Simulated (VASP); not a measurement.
Input of a VASP 6.6.1 run:

File INCAR:

```
SYSTEM = Sr3Zn
  ALGO = Normal
  EDIFF = 1E-6
  ENCUT = 520
  GGA = PE
  ISIF = 2
  ISMEAR = -1
  LASPH = .True.
  LCHARG = .False.
  LREAL = .False.
  LWAVE = .False.
  NBANDS = 29
  NELM = 100
  PREC = Accurate
  SIGMA = 0.05
```

File KPOINTS:

```
k-points
0
Gamma
  5 5 5
  0 0 0
```

File POSCAR:

```
Sr3Zn
1.0
    5.4431627576      0.0000000000      0.0000000000
    0.0000000000      5.4431627576      0.0000000000
    0.0000000000      0.0000000000      5.4431627576
Sr Zn
3 1
Direct
    0.0000000000      0.5000000000      0.5000000000
    0.5000000000      0.5000000000      0.0000000000
    0.5000000000      0.0000000000      0.5000000000
    0.0000000000      0.0000000000      0.0000000000
```

Potentials or basis: VASP PAW PBE potentials, release 64 (Sr_sv, Zn).

Command:

```console
$ cat potpaw_PBE.64/Sr_sv/POTCAR potpaw_PBE.64/Zn/POTCAR > POTCAR
$ mpirun -np 1 vasp_std > vasp.out
```

(1) What does it give for the pressure?

(2) Predict the band gap on the k mesh.

## Answers

(1) 0.4 GPa.

(2) zero (bands 21 and 22 overlap by 0.42 eV).
